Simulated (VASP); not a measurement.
Write the native input for VASP 6.6.1 that does the following.

- Task: electric field gradients
- Functional: PBE
- Potentials or basis: VASP PAW PBE potentials, release 64 (Rh_pv)
- Cutoff: 520 eV
- k mesh: 16 × 16 × 16
- Occupations: fermi-dirac, width 0.08 eV
- Spin: no spin polarisation
- Dipole correction: no
- Further INCAR settings: ALGO = Normal; EDIFF = 1e-08; NBANDS = 14

The structure of Rh lies in POSCAR:

```
Rh
1.0
    0.0380310000      1.9205655000      1.9205655000
    1.9205655000      0.0380310000      1.9205655000
    1.9205655000      1.9205655000      0.0380310000
Rh
1
Direct
    0.0000000000      0.0000000000      0.0000000000
```

This cell differs from its parent crystal: equal xy, yz and zx shear strains of +2 %.

One way to write it, as run:

INCAR

```
  ALGO = Normal
  EDIFF = 1E-8
  ENCUT = 520
  GGA = PE
  ISIF = 2
  ISMEAR = -1
  LASPH = T
  LCHARG = F
  LEFG = T
  LREAL = F
  LWAVE = F
  NBANDS = 14
  NELM = 60
  PREC = Accurate
  SIGMA = 0.08
```

KPOINTS

```
k-points
0
Gamma
  16 16 16
```

Potentials or basis: VASP PAW PBE potentials, release 64 (Rh_pv).

The run is started by

```bash
$ cat potpaw_PBE.64/Rh_pv/POTCAR > POTCAR
$ mpirun -np 1 vasp_std > vasp.out
```

Results of the run:

```
Pressure                                : 6.5 GPa
Band gap on the k mesh                  : zero (an odd number of electrons rules out a gap without spin polarisation)
Largest electric field gradient by atom : Rh +2.5 V/Å²
```

Caveat: the cell differs from its parent crystal (equal xy, yz and zx shear strains of +2 %); the cell stands under pressure; without QUAD_EFG the Cq values of the log hold for a quadrupole moment of 1 mb, not for the nuclei.

Run time: 58 s on 1 thread of Intel Xeon 8259CL, with other jobs on the host, peak memory 0.19 GiB.
